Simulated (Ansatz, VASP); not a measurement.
**One calculation of LiF, two programs**

The input INCAR:

```
SYSTEM = LiF
ALGO = Normal
EDIFF = 1E-6
EDIFFG = -0.04
ENCUT = 600
GGA = PE
IBRION = 2
ISIF = 3
ISMEAR = 0
LASPH = .TRUE.
LCHARG = .FALSE.
LREAL = .FALSE.
LWAVE = .FALSE.
NELM = 80
NSW = 90
PREC = Accurate
SIGMA = 0.1
```

The input KPOINTS:

```
k-points
0
G
  6 6 4
  0 0 0
```

Contents of POSCAR:

```
LiF
1.0
    3.3381930700      0.0000000000      0.0000000000
   -1.6690965300      2.8909600000      0.0000000000
    0.0000000000      0.0000000000      4.9080102700
Li F
3 3
Direct
    0.4986685000      0.8358859400      0.6738170100
    0.5743802200      0.2454604700      0.2345866100
    0.7545395300      0.3289197600      0.9012532800
    0.1641140600      0.6627825600      0.3404836700
    0.3372174400      0.5013315000      0.0071503400
    0.6710802400      0.4256197800      0.5679199500
```

Input for Ansatz:

```yaml
crystal:
  lattice:
    - [3.33819307, 0.0, 0.0]
    - [-1.66909653, 2.89096, 0.0]
    - [0.0, 0.0, 4.90801027]
  atoms:
    - { symbol: Li, position: [0.4986685, 0.83588594, 0.67381701] }
    - { symbol: Li, position: [0.57438022, 0.24546047, 0.23458661] }
    - { symbol: Li, position: [0.75453953, 0.32891976, 0.90125328] }
    - { symbol: F, position: [0.16411406, 0.66278256, 0.34048367] }
    - { symbol: F, position: [0.33721744, 0.5013315, 0.00715034] }
    - { symbol: F, position: [0.67108024, 0.42561978, 0.56791995] }
basis:
  ecutwfc: 420
kpoints:
  mp_grid: { grid: [6, 6, 4] }
hamiltonian:
  xc: pbe
scf:
  occupations: { method: gaussian, width: 0.1 }
  lower_state_search: "off"
output:
  forces: true
  stress: true
  eigenvalues: true
relax:
  adjacent_minimum: "off"
  f_tol: 0.04
  max_steps: 70
  cell: { stress_tol: 0.4 }
```

Alike in both runs: task relaxation of cell and atoms; functional PBE; k mesh 6 × 6 × 4; occupations gaussian, width 0.1 eV; no spin polarisation.

|  | VASP | Ansatz |
| --- | --- | --- |
| version | VASP 6.6.1 | Ansatz 0.2.0 |
| potentials or method | VASP PAW PBE potentials, release 64 (Li_sv, F), cutoff 600 eV | scalar-relativistic, plane waves, PAW |
| valence electrons in the cell | 30 | 30 |

Ansatz gave:

| Item | Value |
| --- | --- |
| gap on the k mesh at the Fermi level, each at its own relaxed structure (eV) | 8.80 |
| relaxed volume (Å³/atom) | 8.43 |
| relaxed length of the cell vector where the two differ most in proportion (Å) | 4.057 |

Problem. What did VASP give for the same quantities?

Solution. gap on the k mesh at the Fermi level, each at its own relaxed structure (eV): 7.90; relaxed volume (Å³/atom): 8.95; relaxed length of the cell vector where the two differ most in proportion (Å): 3.620.

One of these differences is far larger than is usual between the two programs; its cause wasn't traced.

Noted on VASP's run: the cutoff is under 1.25 times that of the potentials, so the pressure is a little rough.
